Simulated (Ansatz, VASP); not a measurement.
N: VASP beside Ansatz

POSCAR

```
N
1.0
    1.8491949012      0.0000000000      0.0000000000
    0.0000000000      1.8491949012      0.0000000000
    0.0000000000      0.0000000000      1.8491949012
N
1
Direct
    0.0000000000      0.0000000000      0.0000000000
```

The input INCAR.step1:

```
PREC = Accurate
ENCUT = 600
ISMEAR = 0
SIGMA = 0.1
LREAL = F
LASPH = T
NELM = 60
GGA = PE
ALGO = Normal
EDIFF = 1E-4
LWAVE = T
LCHARG = F
```

Contents of INCAR.step2:

```
PREC = Accurate
ENCUT = 600
EDIFF = 1E-7
ISMEAR = 0
SIGMA = 0.1
LREAL = F
LASPH = T
NELM = 60
ALGO = Normal
ISIF = 3
LWAVE = F
LCHARG = F
METAGGA = R2SCAN
LMIXTAU = T
IBRION = 2
NSW = 80
EDIFFG = -0.01
ISTART = 1
```

KPOINTS

```
Automatic mesh
0
Gamma
  22 22 22
```

Input for Ansatz:

```yaml
crystal:
  lattice:
    - [1.8491949012, 0.0, 0.0]
    - [0.0, 1.8491949012, 0.0]
    - [0.0, 0.0, 1.8491949012]
  atoms:
    - { symbol: "N", position: [0.0, 0.0, 0.0] }
basis:
  ecutwfc: 500
kpoints:
  mp_grid: { grid: [22, 22, 22] }
hamiltonian:
  xc: r2scan
scf:
  occupations: { method: gaussian, width: 0.1 }
output:
  forces: true
  stress: true
  eigenvalues: true
relax:
  adjacent_minimum: "off"
  f_tol: 0.01
  max_steps: 60
  cell: { stress_tol: 0.1 }
```

Alike in both runs: task relaxation of cell and atoms; functional r2SCAN; k mesh 22 × 22 × 22; occupations gaussian, width 0.1 eV; no spin polarisation.

```csv
,VASP,Ansatz
version,VASP 6.6.1,Ansatz 0.2.0
potentials or method,"VASP PAW PBE potentials, release 64 (N), cutoff 600 eV","scalar-relativistic, plane waves, PAW"
valence electrons in the cell,5,5
```

Ansatz gave:

| Quantity | Value |
| --- | --- |
| gap on the k mesh at the Fermi level, each at its own relaxed structure (eV) | none |
| relaxed volume (Å³/atom) | 6.39 |
| relaxed length of the cell vector where the two differ most in proportion (Å) | 1.856 |

Problem. What did VASP give for the same quantities?

Solution. gap on the k mesh at the Fermi level, each at its own relaxed structure (eV): none; relaxed volume (Å³/atom): 6.38; relaxed length of the cell vector where the two differ most in proportion (Å): 1.855.

VASP's potentials were made for PBE, not for r2SCAN. A gap of «none» marks a metal or a gap that the smearing closes.
